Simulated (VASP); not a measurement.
A run of VASP 6.6.1 is set up as follows.

INCAR

```
PREC     = Accurate       # precision mode
ENCUT    = 600            # plane-wave cutoff, eV
EDIFF    = 1E-6           # SCF threshold, eV
ISMEAR   = -1             # smearing method
SIGMA    = 0.05           # smearing width, eV
LREAL    = False          # projectors in reciprocal space
LASPH    = True           # aspherical terms in the spheres
NELM     = 60             # most SCF steps
ALGO     = Normal         # electronic algorithm
ISIF     = 3              # what is computed and relaxed
LWAVE    = False          # write WAVECAR
LCHARG   = False          # write CHGCAR
GGA      = PE             # functional
IBRION   = 2              # ionic algorithm
NSW      = 80             # ionic steps
EDIFFG   = -0.02          # ionic threshold
PSTRESS  = 600.0
```

Contents of KPOINTS:

```
Automatic mesh
0
Gamma
  11 11 6
```

POSCAR

```
Ir
1.0
    2.7100000000      0.0000000000      0.0000000000
   -1.3550000000      2.3469288443      0.0000000000
    0.0000000000      0.0000000000      4.4254300000
Ir
2
Direct
    0.3333333333      0.6666666667      0.2500000000
    0.6666666667      0.3333333333      0.7500000000
```

Potentials or basis: VASP PAW PBE potentials, release 64 (Ir).

Run with:

```sh
$ cat potpaw_PBE.64/Ir/POTCAR > POTCAR
$ mpirun -np 1 vasp_std > vasp.out
```

Predict the band gap on the k mesh.

zero (band 9 reaches 13.44 eV, above the bottom of band 10 at 9.65 eV).

Estimate the relaxed volume.

12.87 Å³/atom.

Predict the space group after relaxing (to 0.05 Å).

P6_3/mmc (No. 194).

Estimate the relaxed cell.

a = 2.634 Å, b = 2.634 Å, c = 4.282 Å, α = 90.00°, β = 90.00°, γ = 120.00°.

Final structure:
```cif
data_structure
_symmetry_space_group_name_H-M 'P 1'
_symmetry_Int_Tables_number 1
_cell_length_a 2.6343
_cell_length_b 2.6343
_cell_length_c 4.2819
_cell_angle_alpha 90.000
_cell_angle_beta 90.000
_cell_angle_gamma 120.000
_cell_volume 25.73
loop_
_atom_site_label
_atom_site_type_symbol
_atom_site_fract_x
_atom_site_fract_y
_atom_site_fract_z
_atom_site_occupancy
Ir1 Ir 0.33333 0.66667 0.25000 1
Ir2 Ir 0.66667 0.33333 0.75000 1
```

Caveat: the cell is relaxed towards a set pressure, so the enthalpy falls and the energy may rise; spin-orbit coupling is left out, which moves the levels of the heavy elements.
